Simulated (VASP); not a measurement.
# HfZn (Pm-3m) in VASP: further runs

HfZn is run at these levels: LDA; tasks: single point.

All numbers are computed with VASP 6.6.1; they aren't measurements. Logs are shortened: lines on timing, memory, paths and dates and some standing lists are left out, and cuts for length are marked.

## (1) The cell of the first run

It takes space group Pm-3m (No. 221, cubic). The conventional cell has a = 3.153 Å, b = 3.153 Å, c = 3.153 Å, α = 90.00°, β = 90.00°, γ = 90.00°. Within 3.6 Å of Hf (site symmetry m-3m) lie 8 Zn at 2.73 Å and 6 Hf at 3.15 Å. Within 3.6 Å of Zn (site symmetry m-3m) lie 8 Hf at 2.73 Å and 6 Zn at 3.15 Å.

## (2) Single point, LDA

INCAR reads:

```
SYSTEM = HfZn
ALGO = Normal
EDIFF = 1E-6
ENCUT = 520
ISIF = 2
ISMEAR = -1
LASPH = .True.
LCHARG = .False.
LREAL = .False.
LWAVE = .False.
NBANDS = 18
NELM = 60
PREC = Accurate
SIGMA = 0.1
```

KPOINTS reads:

```
k-points
0
Gamma
  8 8 8
  0 0 0
```

POSCAR reads:

```
HfZn
1.0
    3.1533261031      0.0000000000      0.0000000000
    0.0000000000      3.1533261031      0.0000000000
    0.0000000000      0.0000000000      3.1533261031
Hf Zn
1 1
Direct
    0.5000000000      0.5000000000      0.5000000000
    0.0000000000      0.0000000000      0.0000000000
```

Potentials or basis: VASP PAW LDA potentials, release 64 (Hf_pv, Zn).

Launch:

```console
$ cat potpaw_LDA.64/Hf_pv/POTCAR potpaw_LDA.64/Zn/POTCAR > POTCAR
$ mpirun -np 1 vasp_std > vasp.out
```

OUTCAR:

```text
SYSTEM = HfZn
   EDIFF = 1E-6
   ENCUT = 520
   ISIF = 2
   ISMEAR = -1
   LASPH = .True.
   LREAL = .False.
   NELM = 60
   PREC = Accurate

 ion  position               nearest neighbor table
   1  0.500  0.500  0.500-   2 2.73   2 2.73   2 2.73   2 2.73   2 2.73   2 2.73   2 2.73   2 2.73

   2  0.000  0.000  0.000-   1 2.73   1 2.73   1 2.73   1 2.73   1 2.73   1 2.73   1 2.73   1 2.73

  LATTYP: Found a simple cubic cell.
 ALAT       =     3.1533261031

  Lattice vectors:

 A1 = (   3.1533261031,   0.0000000000,   0.0000000000)
 A2 = (   0.0000000000,   3.1533261031,   0.0000000000)
 A3 = (   0.0000000000,   0.0000000000,   3.1533261031)

Analysis of symmetry for initial positions (statically):
=====================================================================
 Subroutine PRICEL returns:
 Original cell was already a primitive cell.

 Routine SETGRP: Setting up the symmetry group for a
 simple cubic supercell.

 Subroutine GETGRP returns: Found 48 space group operations
 (whereof 48 operations were pure point group operations)
 out of a pool of 48 trial point group operations.

The static configuration has the point symmetry O_h .

Analysis of symmetry for dynamics (positions and initial velocities):
=====================================================================
 Subroutine PRICEL returns:
 Original cell was already a primitive cell.

 Routine SETGRP: Setting up the symmetry group for a
 simple cubic supercell.

 Subroutine GETGRP returns: Found 48 space group operations
 (whereof 48 operations were pure point group operations)
 out of a pool of 48 trial point group operations.

The dynamic configuration has the point symmetry O_h .

 Subroutine INISYM returns: Found 48 space group operations
 (whereof 48 operations are pure point group operations),
 and found     1 'primitive' translations

----------------------------------------------------------------------------------------

                                     Primitive cell

  volume of cell :      31.3550

  direct lattice vectors                    reciprocal lattice vectors
     3.153326103  0.000000000  0.000000000     0.317125463  0.000000000  0.000000000
     0.000000000  3.153326103  0.000000000     0.000000000  0.317125463  0.000000000
     0.000000000  0.000000000  3.153326103     0.000000000  0.000000000  0.317125463

  length of vectors
     3.153326103  3.153326103  3.153326103     0.317125463  0.317125463  0.317125463

  position of ions in fractional coordinates (direct lattice)
[... 72 lines left out ...]
   ICHARG =      2    charge: 1-file 2-atom 10-const
   ISPIN  =      1    spin polarized calculation?
   LNONCOLLINEAR =      F non collinear calculations
   LSORBIT =      F    spin-orbit coupling
   LASPH  =      T    aspherical Exc in radial PAW
   ENCUT  =  520.0 eV  38.22 Ry    6.18 a.u.   5.86  5.86  5.86*2*pi/ulx,y,z
   NELM   =     60;   NELMIN=  2; NELMDL= -5     # of ELM steps
   EDIFF  = 0.1E-05   stopping-criterion for ELM
   LREAL  =      F    real-space projection
   EDIFFG = 0.1E-04   stopping-criterion for IOM
   NSW    =      0    number of steps for IOM
   IBRION =     -1    ionic relax: 0-MD 1-quasi-New 2-CG
   NFREE  =      0    steps in history (QN), initial steepest desc. (CG)
   ISIF   =      2    stress and relaxation
   ISYM   =      2    0-nonsym 1-usesym 2-fastsym
   POTIM  = 0.5000    time-step for ionic-motion
   TEBEG  =    0.0;   TEEND  =   0.0 temperature during run
   PSTRESS=    0.0 pullay stress
   NELECT =      22.0000    total number of electrons
   NUPDOWN=      -1.0000    fix difference up-down
   EMIN   =  10.00;   EMAX   =-10.00  energy-range for DOS
   EFERMI =   0.00;   METHOD = LEGACY
   ISMEAR =    -1;   SIGMA  =   0.10  broadening in eV -4-tet -1-fermi 0-gaus
   EFERMI_NEDOS =   21; number of points for ismear=-14 and -15
   IALGO  =     38    algorithm
   IMIX   =      4    mixing-type and parameters
     AMIX     =   0.40;   BMIX     =  1.00
     AMIX_MAG =   1.60;   BMIX_MAG =  1.00
  volume/ion in A,a.u.               =      15.68       105.80
  Fermi-wavevector in a.u.,A,eV,Ry     =   1.454723  2.749027 28.792890  2.116218
  Thomas-Fermi vector in A             =   2.571840
   LORBIT       =      0    0 simple, 1 ext, 2 COOP (PROOUT), +10 PAW based schemes
   GGA     = CA    functional components
   LHFCALC =     F    Hartree Fock is set to
   AEXX    =    0.0000 exact exchange contribution
   IVDW    =     0    specifies the selected vdW correction
   LEPSILON=     F    determine dielectric tensor
   LRPA    =     F    only Hartree local field effects (RPA)
 non-spin polarized calculation
  energy-cutoff  :      520.00
  volume of cell :       31.35
 maximum number of plane-waves:       860
 NGX is ok and might be reduce to    24
   NGX = 11   NGY = 11   NGZ = 11

 number of electron      22.0000002 magnetization

 Free energy of the ion-electron system (eV)
  ---------------------------------------------------
  ext. energy  EPLUGINS =         0.00000000
  ---------------------------------------------------
  free energy    TOTEN  =       -12.98567697 eV

  energy without entropy =      -12.96901127  energy(sigma->0) =      -12.97734412

 E-fermi :   5.1524     XC(G=0): -12.5657

 val. band max:        5.0014998670   @ k =   0.5000   0.1250   0.1250
 cond. band min:       5.2264393018   @ k =   0.5000   0.1250   0.1250
 fundamental gap:      0.2249394348
 Fermi energy:         5.1524199645

 k-point     1 :       0.0000    0.0000    0.0000
  band No.  band energies     occupation
      1     -24.9112      2.00000
      2     -24.9112      2.00000
      3     -24.9112      2.00000
      4      -4.3921      2.00000
      5      -2.8493      2.00000
      6      -2.8493      2.00000
[... 481 lines left out ...]
      5      -2.6616      2.00000
      6      -2.5447      2.00000
[... 10 lines left out ...]
     17      13.9176      0.00000
     18      16.8355      0.00000

 [... further k-points ...]
[... 5 lines left out ...]
  --------------------------------------------------------------------------------------
  -------------------------------------------------------------------------------------
  Total        2.0337856      2.0337856      2.0337856      0.0000000      0.0000000      0.0000000
  in kB      103.9223804    103.9223804    103.9223804      0.0000000      0.0000000      0.0000000
  external PRESSURE =     103.9223804 kB  Pullay stress =       0.0000000 kB

 VOLUME and BASIS-vectors are now :
 -----------------------------------------------------------------------------
  energy-cutoff  :      520.00
  volume of cell :       31.35
      direct lattice vectors                 reciprocal lattice vectors
     3.153326103  0.000000000  0.000000000     0.317125463  0.000000000  0.000000000
     0.000000000  3.153326103  0.000000000     0.000000000  0.317125463  0.000000000
     0.000000000  0.000000000  3.153326103     0.000000000  0.000000000  0.317125463

 POSITION                                       TOTAL-FORCE (eV/Angst)
 -----------------------------------------------------------------------------------
      1.57666      1.57666      1.57666         0.000000      0.000000      0.000000
      0.00000      0.00000      0.00000         0.000000      0.000000      0.000000
 -----------------------------------------------------------------------------------
    total drift:                                0.000000      0.000000     -0.000000

  FREE ENERGIE OF THE ION-ELECTRON SYSTEM (eV)
  ---------------------------------------------------
  free  energy   TOTEN  =       -12.9856769670 eV

  energy  without entropy=      -12.9690112696  energy(sigma->0) =      -12.97734412
```

OSZICAR:

```text
N       E                     dE             d eps       ncg     rms          rms(c)
DAV:   1     0.103773607443E+03    0.10377E+03   -0.12203E+04  1276   0.160E+03
DAV:   2    -0.833220951394E+01   -0.11211E+03   -0.10842E+03  1326   0.326E+02
DAV:   3    -0.135697049699E+02   -0.52375E+01   -0.51694E+01  1490   0.646E+01
DAV:   4    -0.136264958192E+02   -0.56791E-01   -0.56719E-01  1488   0.594E+00
DAV:   5    -0.136268844675E+02   -0.38865E-03   -0.38858E-03  1496   0.515E-01    0.548E+01
DAV:   6    -0.131065887291E+02    0.52030E+00   -0.14192E+00  1492   0.237E+01    0.316E+01
DAV:   7    -0.130397944634E+02    0.66794E-01   -0.82860E-01  1592   0.123E+01    0.584E+00
DAV:   8    -0.129895582503E+02    0.50236E-01   -0.17702E-01  1520   0.838E+00    0.134E+00
DAV:   9    -0.129858867216E+02    0.36715E-02   -0.36311E-02  1394   0.138E+00    0.762E-01
DAV:  10    -0.129856765772E+02    0.21014E-03   -0.17364E-03  1488   0.379E-01    0.162E-01
DAV:  11    -0.129856789840E+02   -0.24067E-05   -0.57068E-05  1700   0.750E-02    0.100E-01
DAV:  12    -0.129856769563E+02    0.20277E-05   -0.85790E-06  1614   0.281E-02    0.118E-02
DAV:  13    -0.129856769670E+02   -0.10681E-07   -0.48185E-07   806   0.543E-03
   1 F= -.12985677E+02 E0= -.12977344E+02  d E =-.166657E-01
```

stdout:

```text
POSCAR found type information on POSCAR HfZn
 POSCAR found :  2 types and       2 ions
 scaLAPACK will be used
 LDA part: xc-table for (Slater(with rela. corr.)+CA(PZ))
 , standard interpolation
 POSCAR, INCAR and KPOINTS ok, starting setup
 FFT: planning ... GRIDC
 FFT: planning ... GRID_SOFT
 FFT: planning ... GRID
 WAVECAR not read
 entering main loop
```

Run time: 6.5 s. Hardware: 1 thread of Intel Xeon 6975P-C (Granite Rapids), shared host; peak memory 0.14 GiB.

Results:

- Free energy: -12.9857 eV
- Pressure: 10.4 GPa
- Band gap on the k mesh: zero (band 11 reaches 5.33 eV, above the bottom of band 12 at 4.67 eV)

Levels at points of the mesh, in eV from the Fermi level:
| k point | band 9 | band 10 | band 11 | band 12 | band 13 | band 14 |
| --- | --- | --- | --- | --- | --- | --- |
| (0.00, 0.00, 0.00) | -7.50 | -0.97 | -0.97 | 4.75 | 4.75 | 4.75 |
| (0.50, 0.00, 0.00) | -5.45 | -4.62 | -0.71 | 0.89 | 0.89 | 4.82 |
| (0.50, 0.50, 0.00) | -4.89 | -0.73 | -0.48 | -0.48 | 2.80 | 2.80 |
| (0.50, 0.50, 0.50) | -3.35 | -3.35 | -3.35 | 0.79 | 6.56 | 6.56 |

Caveat: spin-orbit coupling is left out, which moves the levels of the heavy elements.

## (3) Single point, LDA

This run uses another cell than the first one, of 16.15 Å³/atom, 1.030 times its volume.

INCAR reads:

```
PREC     = Accurate       # precision mode
ENCUT    = 520            # plane-wave cutoff, eV
EDIFF    = 1E-6           # SCF threshold, eV
ISMEAR   = -1             # smearing method
SIGMA    = 0.1            # smearing width, eV
LREAL    = False          # projectors in reciprocal space
LASPH    = True           # aspherical terms in the spheres
NELM     = 80             # most SCF steps
ALGO     = Normal         # electronic algorithm
ISIF     = 2              # what is computed and relaxed
LWAVE    = False          # write WAVECAR
LCHARG   = False          # write CHGCAR
GGA      = CA             # functional
NBANDS   = 18             # bands
```

KPOINTS reads:

```
Automatic mesh
0
Gamma
  8 8 8
```

POSCAR reads:

```
HfZn
1.0
    3.1847093018      0.0000000000      0.0000000000
    0.0000000000      3.1847093018      0.0000000000
    0.0000000000      0.0000000000      3.1847093018
Hf Zn
1 1
Direct
    0.5000000000      0.5000000000      0.5000000000
    0.0000000000      0.0000000000      0.0000000000
```

Potentials or basis: VASP PAW LDA potentials, release 64 (Hf_pv, Zn).

Launch:

```console
$ cat potpaw_LDA.64/Hf_pv/POTCAR potpaw_LDA.64/Zn/POTCAR > POTCAR
$ mpirun -np 1 vasp_std > vasp.out
```

Run time: 6.1 s. Hardware: 1 thread of Intel Xeon 6975P-C (Granite Rapids), shared host; peak memory 0.14 GiB.

Results (log left out):

```yaml
Free_energy: -13.0318 eV
Pressure: 5.3 GPa
Band_gap_on_the_k_mesh: zero (band 11 reaches 5.08 eV, above the bottom of band 12 at 4.41 eV)
```

Levels at points of the mesh, in eV from the Fermi level:
```csv
k point,band 7,band 8,band 9,band 10,band 11,band 12,band 13,band 14,band 15,band 16
"(0.00, 0.00, 0.00)",-7.43,-7.43,-7.43,-0.94,-0.94,4.59,4.59,4.59,5.91,5.91
"(0.50, 0.00, 0.00)",-7.48,-7.38,-5.36,-4.62,-0.66,0.89,0.89,4.66,6.40,9.57
"(0.50, 0.50, 0.00)",-7.64,-7.15,-4.82,-0.75,-0.52,-0.52,2.72,2.72,6.44,8.18
"(0.50, 0.50, 0.50)",-7.14,-7.14,-3.23,-3.23,-3.23,0.69,6.31,6.31,6.31,6.64
```

Caveat: spin-orbit coupling is left out, which moves the levels of the heavy elements.

[end of part 1 of 2]
